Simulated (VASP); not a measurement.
# Mo (P6_3/mmc) in VASP: notebook, part 2 of 3

VASP 6.6.1. The steps go on from the part before.

### Step 3. Single point, PBE (volume scaled by 0.58)

Contents of INCAR:

```
SYSTEM = Mo
ALGO = Normal
EDIFF = 1E-6
ENCUT = 520
GGA = PE
ISIF = 2
ISMEAR = -1
LASPH = .True.
LCHARG = .True.
LELF = .True.
LREAL = .False.
LVHAR = .True.
LWAVE = .False.
NBANDS = 21
NELM = 80
PREC = Accurate
SIGMA = 0.08
```

Contents of KPOINTS:

```
k-points
0
Gamma
  15 15 8
  0 0 0
```

Contents of POSCAR:

```
Mo
1.0
    2.3792751597      0.0000000000      0.0000000000
   -1.1896375798      2.0605127309      0.0000000000
    0.0000000000      0.0000000000      3.8126140305
Mo
2
Direct
    0.3333333333      0.6666666667      0.2500000000
    0.6666666667      0.3333333333      0.7500000000
```

Potentials or basis: VASP PAW PBE potentials, release 64 (Mo_sv).

Launch:

```bash
cat potpaw_PBE.64/Mo_sv/POTCAR > POTCAR
mpirun -np 1 vasp_std > vasp.out
```

OUTCAR:

```text
SYSTEM = Mo
   EDIFF = 1E-6
   ENCUT = 520
   GGA = PE
   ISIF = 2
   ISMEAR = -1
   LASPH = .True.
   LREAL = .False.
   NELM = 80
   PREC = Accurate

 ion  position               nearest neighbor table
   1  0.333  0.667  0.250-   2 2.35   2 2.35   2 2.35   2 2.35   2 2.35   2 2.35   2 3.34   2 3.34
                             2 3.34   2 3.34   2 3.34   2 3.34
   2  0.667  0.333  0.750-   1 2.35   1 2.35   1 2.35   1 2.35   1 2.35   1 2.35   1 3.34   1 3.34
                             1 3.34   1 3.34   1 3.34   1 3.34

  LATTYP: Found a hexagonal cell.
 ALAT       =     2.3792751597
 C/A-ratio  =     1.6024266949

  Lattice vectors:

 A1 = (   2.3792751597,   0.0000000000,   0.0000000000)
 A2 = (  -1.1896375798,   2.0605127309,   0.0000000000)
 A3 = (   0.0000000000,   0.0000000000,   3.8126140305)

Analysis of symmetry for initial positions (statically):
=====================================================================
 Subroutine PRICEL returns:
 Original cell was already a primitive cell.

 Routine SETGRP: Setting up the symmetry group for a
 hexagonal supercell.

 Subroutine GETGRP returns: Found 24 space group operations
 (whereof 12 operations were pure point group operations)
 out of a pool of 24 trial point group operations.

The static configuration has the point symmetry D_3d.
 The point group associated with its full space group is D_6h.

Analysis of symmetry for dynamics (positions and initial velocities):
=====================================================================
 Subroutine PRICEL returns:
 Original cell was already a primitive cell.

 Routine SETGRP: Setting up the symmetry group for a
 hexagonal supercell.

 Subroutine GETGRP returns: Found 24 space group operations
 (whereof 12 operations were pure point group operations)
 out of a pool of 24 trial point group operations.

The dynamic configuration has the point symmetry D_3d.
 The point group associated with its full space group is D_6h.

 Subroutine INISYM returns: Found 24 space group operations
 (whereof 12 operations are pure point group operations),
 and found     1 'primitive' translations

----------------------------------------------------------------------------------------

                                     Primitive cell

  volume of cell :      18.6914

  direct lattice vectors                    reciprocal lattice vectors
     2.379275160  0.000000000  0.000000000     0.420296070  0.242658049  0.000000000
    -1.189637580  2.060512731  0.000000000     0.000000000  0.485316099  0.000000000
     0.000000000  0.000000000  3.812614030     0.000000000  0.000000000  0.262287237

  length of vectors
     2.379275160  2.379275160  3.812614030     0.485316099  0.485316099  0.262287237

  position of ions in fractional coordinates (direct lattice)
     0.333333333  0.666666667  0.250000000
     0.666666667  0.333333333  0.750000000

  ion indices of the primitive-cell ions
   primitive index   ion index
                 1           1
                 2           2

----------------------------------------------------------------------------------------

 KPOINTS: k-points

Automatic generation of k-mesh.
 Grid dimensions read from file:
 generate k-points for:   15   15    8

 Generating k-lattice:

  Cartesian coordinates                     Fractional coordinates (reciprocal lattice)
     0.028019738  0.016177203  0.000000000     0.066666667  0.000000000  0.000000000
     0.000000000  0.032354407  0.000000000     0.000000000  0.066666667  0.000000000
     0.000000000  0.000000000  0.032785905     0.000000000  0.000000000  0.125000000

  Length of vectors
     0.032354407  0.032354407  0.032785905

  Shift w.r.t. Gamma in fractional coordinates (k-lattice)
     0.000000000  0.000000000  0.000000000

 Subroutine IBZKPT returns following result:
 ===========================================

 Found    135 irreducible k-points:

 Following reciprocal coordinates:
            Coordinates               Weight
  0.000000  0.000000  0.000000      1.000000
  0.066667  0.000000  0.000000      6.000000
  0.133333  0.000000  0.000000      6.000000
  0.200000  0.000000  0.000000      6.000000
  0.266667  0.000000  0.000000      6.000000
  0.333333  0.000000  0.000000      6.000000
[... 16 lines left out ...]
  0.333333  0.200000  0.000000     12.000000
  0.400000  0.200000  0.000000      6.000000
 [... further k-points ...]
   k-points           NKPTS =    135   k-points in BZ     NKDIM =    135   number of bands    NBANDS=     21
   number of dos      NEDOS =    301   number of ions     NIONS =      2
   total plane-waves  NPLWV =   9072
   dimension x,y,z NGX =    18 NGY =   18 NGZ =   28
   dimension x,y,z NGXF=    36 NGYF=   36 NGZF=   56
   ions per type =               2
   NGX,Y,Z   is equivalent  to a cutoff of  12.58, 12.58, 12.21 a.u.
   NGXF,Y,Z  is equivalent  to a cutoff of  25.15, 25.15, 24.42 a.u.
 SYSTEM =  Mo
   PREC   = accura    normal or accurate (medium, high low for compatibility)
   ISTART =      0    job   : 0-new  1-cont  2-samecut
   ICHARG =      2    charge: 1-file 2-atom 10-const
   ISPIN  =      1    spin polarized calculation?
   LNONCOLLINEAR =      F non collinear calculations
   LSORBIT =      F    spin-orbit coupling
   LASPH  =      T    aspherical Exc in radial PAW
   ENCUT  =  520.0 eV  38.22 Ry    6.18 a.u.   4.42  4.42  7.09*2*pi/ulx,y,z
   NELM   =     80;   NELMIN=  2; NELMDL= -5     # of ELM steps
   EDIFF  = 0.1E-05   stopping-criterion for ELM
   LREAL  =      F    real-space projection
   EDIFFG = 0.1E-04   stopping-criterion for IOM
   NSW    =      0    number of steps for IOM
   IBRION =     -1    ionic relax: 0-MD 1-quasi-New 2-CG
   NFREE  =      0    steps in history (QN), initial steepest desc. (CG)
   ISIF   =      2    stress and relaxation
   ISYM   =      2    0-nonsym 1-usesym 2-fastsym
   POTIM  = 0.5000    time-step for ionic-motion
   TEBEG  =    0.0;   TEEND  =   0.0 temperature during run
   PSTRESS=    0.0 pullay stress
   NELECT =      28.0000    total number of electrons
   NUPDOWN=      -1.0000    fix difference up-down
   EMIN   =  10.00;   EMAX   =-10.00  energy-range for DOS
   EFERMI =   0.00;   METHOD = LEGACY
   ISMEAR =    -1;   SIGMA  =   0.08  broadening in eV -4-tet -1-fermi 0-gaus
   EFERMI_NEDOS =   21; number of points for ismear=-14 and -15
   IALGO  =     38    algorithm
   IMIX   =      4    mixing-type and parameters
     AMIX     =   0.40;   BMIX     =  1.00
     AMIX_MAG =   1.60;   BMIX_MAG =  1.00
  volume/ion in A,a.u.               =       9.35        63.07
  Fermi-wavevector in a.u.,A,eV,Ry     =   1.873182  3.539800 47.740253  3.508810
  Thomas-Fermi vector in A             =   2.918393
   LORBIT       =      0    0 simple, 1 ext, 2 COOP (PROOUT), +10 PAW based schemes
   GGA     = PE    functional components
   LHFCALC =     F    Hartree Fock is set to
   AEXX    =    0.0000 exact exchange contribution
   IVDW    =     0    specifies the selected vdW correction
   LEPSILON=     F    determine dielectric tensor
   LRPA    =     F    only Hartree local field effects (RPA)
 non-spin polarized calculation
  energy-cutoff  :      520.00
  volume of cell :       18.69
 maximum number of plane-waves:       537
 NGX is ok and might be reduce to    18
   NGX =  9   NGY =  9   NGZ = 15

 number of electron      27.9999992 magnetization

 Free energy of the ion-electron system (eV)
  ---------------------------------------------------
  ext. energy  EPLUGINS =         0.00000000
  ---------------------------------------------------
  free energy    TOTEN  =       -11.09037646 eV

  energy without entropy =      -11.05785940  energy(sigma->0) =      -11.07411793

 E-fermi :  22.4159     XC(G=0): -16.5173

 val. band max:       22.4070841215   @ k =   0.3333   0.1333   0.1250
 cond. band min:      22.4164125442   @ k =   0.3333   0.0000   0.0000
 fundamental gap:      0.0093284228
 Fermi energy:        22.4159252709

 k-point     1 :       0.0000    0.0000    0.0000
  band No.  band energies     occupation
      1     -39.8268      2.00000
      2     -38.0769      2.00000
      3     -16.2947      2.00000
      4     -11.0549      2.00000
      5     -11.0549      2.00000
      6     -10.2397      2.00000
[... 13 lines left out ...]
     20      28.1085      0.00000
     21      35.2215      0.00000
[... 529 lines left out ...]
 k-point    24 :       0.4000    0.2000    0.0000
  band No.  band energies     occupation
      1     -38.0299      2.00000
      2     -37.6603      2.00000
      3     -15.2248      2.00000
      4     -14.1649      2.00000
      5     -13.3940      2.00000
      6     -13.3073      2.00000
[... 13 lines left out ...]
     20      36.9625      0.00000
     21      37.5059      0.00000

 [... further k-points ...]
[... 5 lines left out ...]
  --------------------------------------------------------------------------------------
  -------------------------------------------------------------------------------------
  Total       43.0084398     43.0084398     43.0538749      0.0000000      0.0000000     -0.0000000
  in kB     3686.5612675   3686.5612675   3690.4558410      0.0000001      0.0000000     -0.0000000
  external PRESSURE =    3687.8594586 kB  Pullay stress =       0.0000000 kB

 VOLUME and BASIS-vectors are now :
 -----------------------------------------------------------------------------
  energy-cutoff  :      520.00
  volume of cell :       18.69
      direct lattice vectors                 reciprocal lattice vectors
     2.379275160  0.000000000  0.000000000     0.420296070  0.242658049  0.000000000
    -1.189637580  2.060512731  0.000000000     0.000000000  0.485316099  0.000000000
     0.000000000  0.000000000  3.812614030     0.000000000  0.000000000  0.262287237

 POSITION                                       TOTAL-FORCE (eV/Angst)
 -----------------------------------------------------------------------------------
     -0.00000      1.37368      0.95315         0.000000      0.000000      0.000000
      1.18964      0.68684      2.85946        -0.000000     -0.000000      0.000000
 -----------------------------------------------------------------------------------
    total drift:                               -0.000000      0.000000     -0.000000

  FREE ENERGIE OF THE ION-ELECTRON SYSTEM (eV)
  ---------------------------------------------------
  free  energy   TOTEN  =       -11.0903764610 eV

  energy  without entropy=      -11.0578593987  energy(sigma->0) =      -11.07411793
```

OSZICAR:

```text
N       E                     dE             d eps       ncg     rms          rms(c)
DAV:   1     0.310656979987E+03    0.31066E+03   -0.17823E+04  5686   0.151E+03
DAV:   2    -0.545670607703E+01   -0.31611E+03   -0.30666E+03  6261   0.476E+02
DAV:   3    -0.115835638400E+02   -0.61269E+01   -0.60887E+01  6455   0.698E+01
DAV:   4    -0.116043517041E+02   -0.20788E-01   -0.20787E-01  6135   0.451E+00
DAV:   5    -0.116044815797E+02   -0.12988E-03   -0.12987E-03  6500   0.318E-01    0.660E+01
DAV:   6    -0.112153047149E+02    0.38918E+00   -0.33822E-01  5850   0.592E+00    0.346E+01
DAV:   7    -0.110938189205E+02    0.12149E+00   -0.24866E-01  5975   0.472E+00    0.145E+00
DAV:   8    -0.110903029909E+02    0.35159E-02   -0.13928E-02  6005   0.133E+00    0.672E-02
DAV:   9    -0.110903645395E+02   -0.61549E-04   -0.12150E-04  6503   0.106E-01    0.186E-02
DAV:  10    -0.110903768373E+02   -0.12298E-04   -0.12775E-05  6130   0.327E-02    0.308E-02
DAV:  11    -0.110903764610E+02    0.37633E-06   -0.10247E-06  3648   0.109E-02
   1 F= -.11090376E+02 E0= -.11074118E+02  d E =-.325171E-01
```

stdout:

```text
POSCAR found type information on POSCAR Mo
 POSCAR found :  1 types and       2 ions
 scaLAPACK will be used
 LDA part: xc-table for (Slater+PW92), standard interpolation
 POSCAR, INCAR and KPOINTS ok, starting setup
 FFT: planning ... GRIDC
 FFT: planning ... GRID_SOFT
 FFT: planning ... GRID
 WAVECAR not read
 entering main loop
```

Wall time 24 s (1 thread of Intel Xeon 6975P-C, shared host); peak memory 0.16 GiB.

Results:

```yaml
Free_energy: -11.0904 eV
Pressure: 368.8 GPa
Band_gap_on_the_k_mesh: zero (band 14 reaches 24.97 eV, above the bottom of band 15 at 20.33 eV)
```

Levels at points of the mesh, in eV from the Fermi level:
| k point | band 10 | band 11 | band 12 | band 13 | band 14 | band 15 | band 16 | band 17 | band 18 | band 19 |
| --- | --- | --- | --- | --- | --- | --- | --- | --- | --- | --- |
| (0.00, 0.00, 0.00) | -6.95 | -2.54 | -2.54 | -2.27 | -0.91 | -0.91 | 0.46 | 0.46 | 5.65 | 5.65 |
| (0.00, 0.00, 0.50) | -6.34 | -2.73 | -2.73 | -2.73 | -2.73 | -0.51 | -0.51 | 4.84 | 4.84 | 4.84 |

Caveat: the cell differs from its parent crystal (volume scaled by 0.58).

### Step 4. Single point, PBE

This run uses another cell than the first one, of 10.96 Å³/atom, 1.172 times its volume.

Contents of INCAR:

```
  PREC = Accurate
  ENCUT = 520
  EDIFF = 1E-7
  ISMEAR = -1
  SIGMA = 0.08
  LREAL = False
  LASPH = True
  NELM = 80
  ALGO = Normal
  ISIF = 2
  LWAVE = False
  LCHARG = False
  GGA = PE
  NBANDS = 21
```

Contents of KPOINTS:

```
Automatic mesh
0
Gamma
  15 15 8
```

Contents of POSCAR:

```
Mo
1.0
    2.5240022073      0.0000000000      0.0000000000
   -1.2620011036      2.1858500307      0.0000000000
    0.0000000000      0.0000000000      3.9720402533
Mo
2
Direct
    0.3333333333      0.6666666667      0.2500000000
    0.6666666667      0.3333333333      0.7500000000
```

Potentials or basis: VASP PAW PBE potentials, release 64 (Mo_sv).

Launch:

```bash
cat potpaw_PBE.64/Mo_sv/POTCAR > POTCAR
mpirun -np 1 vasp_std > vasp.out
```

OUTCAR:

```text
PREC = Accurate
   ENCUT = 520
   EDIFF = 1E-7
   ISMEAR = -1
   LREAL = False
   LASPH = True
   NELM = 80
   ISIF = 2
   GGA = PE

 ion  position               nearest neighbor table
   1  0.333  0.667  0.250-   2 2.46   2 2.46   2 2.46   2 2.46   2 2.46   2 2.46
   2  0.667  0.333  0.750-   1 2.46   1 2.46   1 2.46   1 2.46   1 2.46   1 2.46

  LATTYP: Found a hexagonal cell.
 ALAT       =     2.5240022073
 C/A-ratio  =     1.5737071235

  Lattice vectors:

 A1 = (   2.5240022073,   0.0000000000,   0.0000000000)
 A2 = (  -1.2620011036,   2.1858500307,   0.0000000000)
 A3 = (   0.0000000000,   0.0000000000,   3.9720402533)

Analysis of symmetry for initial positions (statically):
=====================================================================
 Subroutine PRICEL returns:
 Original cell was already a primitive cell.

 Routine SETGRP: Setting up the symmetry group for a
 hexagonal supercell.

 Subroutine GETGRP returns: Found 24 space group operations
 (whereof 12 operations were pure point group operations)
 out of a pool of 24 trial point group operations.

The static configuration has the point symmetry D_3d.
 The point group associated with its full space group is D_6h.

Analysis of symmetry for dynamics (positions and initial velocities):
=====================================================================
 Subroutine PRICEL returns:
 Original cell was already a primitive cell.

 Routine SETGRP: Setting up the symmetry group for a
 hexagonal supercell.

 Subroutine GETGRP returns: Found 24 space group operations
 (whereof 12 operations were pure point group operations)
 out of a pool of 24 trial point group operations.

The dynamic configuration has the point symmetry D_3d.
 The point group associated with its full space group is D_6h.

 Subroutine INISYM returns: Found 24 space group operations
 (whereof 12 operations are pure point group operations),
[... 104 lines left out ...]
   POTIM  = 0.5000    time-step for ionic-motion
   TEBEG  =    0.0;   TEEND  =   0.0 temperature during run
   PSTRESS=    0.0 pullay stress
   NELECT =      28.0000    total number of electrons
   NUPDOWN=      -1.0000    fix difference up-down
   EMIN   =  10.00;   EMAX   =-10.00  energy-range for DOS
   EFERMI =   0.00;   METHOD = LEGACY
   ISMEAR =    -1;   SIGMA  =   0.08  broadening in eV -4-tet -1-fermi 0-gaus
   EFERMI_NEDOS =   21; number of points for ismear=-14 and -15
   IALGO  =     38    algorithm
   IMIX   =      4    mixing-type and parameters
     AMIX     =   0.40;   BMIX     =  1.00
     AMIX_MAG =   1.60;   BMIX_MAG =  1.00
  volume/ion in A,a.u.               =      10.96        73.94
  Fermi-wavevector in a.u.,A,eV,Ry     =   1.776450  3.357003 42.936909  3.155774
  Thomas-Fermi vector in A             =   2.842041
   LORBIT       =      0    0 simple, 1 ext, 2 COOP (PROOUT), +10 PAW based schemes
   GGA     = PE    functional components
   LHFCALC =     F    Hartree Fock is set to
   AEXX    =    0.0000 exact exchange contribution
   IVDW    =     0    specifies the selected vdW correction
   LEPSILON=     F    determine dielectric tensor
   LRPA    =     F    only Hartree local field effects (RPA)
 non-spin polarized calculation
  energy-cutoff  :      520.00
  volume of cell :       21.91
 maximum number of plane-waves:       603
 NGX is ok and might be reduce to    20
   NGX =  9   NGY =  9   NGZ = 15

 number of electron      28.0000006 magnetization

 Free energy of the ion-electron system (eV)
  ---------------------------------------------------
  ext. energy  EPLUGINS =         0.00000000
  ---------------------------------------------------
  free energy    TOTEN  =       -16.53552954 eV

  energy without entropy =      -16.50065352  energy(sigma->0) =      -16.51809153

 E-fermi :  18.7710     XC(G=0): -15.4844

 val. band max:       18.7539694410   @ k =   0.3333   0.2000   0.2500
 cond. band min:      18.7981743326   @ k =   0.2000   0.2000   0.1250
 fundamental gap:      0.0442048916
 Fermi energy:        18.7710048278

 k-point     1 :       0.0000    0.0000    0.0000
  band No.  band energies     occupation
      1     -42.5098      2.00000
      2     -41.4206      2.00000
      3     -18.3756      2.00000
      4     -14.9341      2.00000
      5     -14.9341      2.00000
      6     -14.3402      2.00000
[... 565 lines left out ...]
     20      30.9338      0.00000
     21      32.0272      0.00000

 [... further k-points ...]
[... 5 lines left out ...]
  --------------------------------------------------------------------------------------
  -------------------------------------------------------------------------------------
  Total       26.1119061     26.1119061     26.1908992      0.0000000     -0.0000000     -0.0000000
  in kB     1909.0857021   1909.0857021   1914.8610203      0.0000000     -0.0000000     -0.0000000
  external PRESSURE =    1911.0108081 kB  Pullay stress =       0.0000000 kB

 VOLUME and BASIS-vectors are now :
 -----------------------------------------------------------------------------
  energy-cutoff  :      520.00
  volume of cell :       21.91
      direct lattice vectors                 reciprocal lattice vectors
     2.524002207  0.000000000  0.000000000     0.396196167  0.228743964  0.000000000
    -1.262001104  2.185850031  0.000000000     0.000000000  0.457487927  0.000000000
     0.000000000  0.000000000  3.972040253     0.000000000  0.000000000  0.251759785

 POSITION                                       TOTAL-FORCE (eV/Angst)
 -----------------------------------------------------------------------------------
     -0.00000      1.45723      0.99301        -0.000000      0.000000      0.000000
      1.26200      0.72862      2.97903         0.000000     -0.000000      0.000000
 -----------------------------------------------------------------------------------
    total drift:                               -0.000000      0.000000     -0.000000

  FREE ENERGIE OF THE ION-ELECTRON SYSTEM (eV)
  ---------------------------------------------------
  free  energy   TOTEN  =       -16.5355295424 eV

  energy  without entropy=      -16.5006535158  energy(sigma->0) =      -16.51809153
```

OSZICAR:

```text
N       E                     dE             d eps       ncg     rms          rms(c)
DAV:   1     0.306028224924E+03    0.30603E+03   -0.17962E+04  5678   0.148E+03
DAV:   2    -0.109167047430E+02   -0.31694E+03   -0.30776E+03  6303   0.467E+02
DAV:   3    -0.171399659071E+02   -0.62233E+01   -0.61883E+01  6478   0.688E+01
DAV:   4    -0.171622159685E+02   -0.22250E-01   -0.22249E-01  6260   0.455E+00
DAV:   5    -0.171623707584E+02   -0.15479E-03   -0.15479E-03  6465   0.338E-01    0.455E+01
DAV:   6    -0.166638443301E+02    0.49853E+00   -0.61419E-01  6010   0.773E+00    0.215E+01
DAV:   7    -0.165402107722E+02    0.12363E+00   -0.32477E-01  6115   0.529E+00    0.137E+00
DAV:   8    -0.165354823300E+02    0.47284E-02   -0.13608E-02  5945   0.127E+00    0.143E-01
DAV:   9    -0.165355155623E+02   -0.33232E-04   -0.82872E-05  6619   0.876E-02    0.385E-02
DAV:  10    -0.165355295347E+02   -0.13972E-04   -0.18507E-05  6090   0.387E-02    0.180E-02
DAV:  11    -0.165355298386E+02   -0.30384E-06   -0.10914E-06  6405   0.104E-02    0.326E-03
DAV:  12    -0.165355295199E+02    0.31871E-06   -0.13421E-07  3570   0.384E-03    0.858E-04
DAV:  13    -0.165355295424E+02   -0.22500E-07   -0.34261E-09  3085   0.574E-04
   1 F= -.16535530E+02 E0= -.16518092E+02  d E =-.348760E-01
```

Run time: 26 s. Hardware: 1 thread of Intel Xeon 6975P-C, shared host; peak memory 0.17 GiB.

Results:

- Free energy: -16.5355 eV
- Pressure: 191.1 GPa
- Band gap on the k mesh: zero (band 14 reaches 20.81 eV, above the bottom of band 15 at 17.13 eV)

[end of part 2 of 3]
